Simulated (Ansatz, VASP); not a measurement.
**One calculation of BAs, two programs**

The input INCAR:

```
PREC     = Accurate       # precision mode
ENCUT    = 600            # plane-wave cutoff, eV
EDIFF    = 1E-6           # SCF threshold, eV
ISMEAR   = -1             # smearing method
SIGMA    = 0.02           # smearing width, eV
LREAL    = False          # projectors in reciprocal space
LASPH    = True           # aspherical terms in the spheres
NELM     = 120            # most SCF steps
ALGO     = Normal         # electronic algorithm
ISIF     = 2              # what is computed and relaxed
LWAVE    = False          # write WAVECAR
LCHARG   = False          # write CHGCAR
GGA      = PE             # functional
NBANDS   = 16             # bands
GGA_COMPAT= False
```

Contents of KPOINTS:

```
Automatic mesh
0
Gamma
  10 10 10
```

Contents of POSCAR:

```
BAs
1.0
    0.0000000000      2.3918676041      2.3201115760
    2.3918676041      0.0000000000      2.3201115760
    2.3918676041      2.3918676041      0.0000000000
B As
1 1
Direct
    0.0000000000      0.0000000000      0.0000000000
    0.2500000000      0.2500000000      0.2500000000
```

Input for Ansatz:

```yaml
crystal:
  lattice:
    - [0.0, 2.3918676041, 2.320111576]
    - [2.3918676041, 0.0, 2.320111576]
    - [2.3918676041, 2.3918676041, 0.0]
  atoms:
    - { symbol: B, position: [0.0, 0.0, 0.0] }
    - { symbol: As, position: [0.25, 0.25, 0.25] }
kpoints:
  mp_grid: { grid: [10, 10, 10] }
  band_path:
    path:
      - [0.0, 0.0, 0.0]
      - [-0.5, -0.5, 0.0]
      - [-0.375, -0.375, 0.25]
      - [-0.375, 0.0, 0.375]
      - [0.0, 0.0, 0.5]
      - [-0.5, -0.25, 0.25]
      - [0.398438, 0.398438, 0.0]
    npoints: 1
hamiltonian:
  xc: pbe
scf:
  occupations: { method: fermi_dirac, width: 0.02 }
  n_extra_bands: 4
output:
  forces: true
  stress: true
  eigenvalues: true
```

Change from the starting cell: uniaxial_z strain -3.0%.

Alike in both runs: task single point; functional PBE; k mesh 10 × 10 × 10; occupations fermi-dirac, width 0.02 eV; no spin polarisation.

|  | VASP | Ansatz |
| --- | --- | --- |
| version | VASP 6.6.1 | Ansatz 0.2.0 |
| potentials or method | VASP PAW PBE potentials, release 64 (B, As_d) | plane waves, PAW |
| plane-wave cutoff (eV) | 600 | 420 |
| valence electrons in the cell | 18 | 18 |

```tsv
	VASP	Ansatz	Ansatz less VASP
pressure (GPa)	6.4	6.7	+0.26
traceless stress, the component that is largest in VASP (GPa)	4.11	4.10	-0.009
```
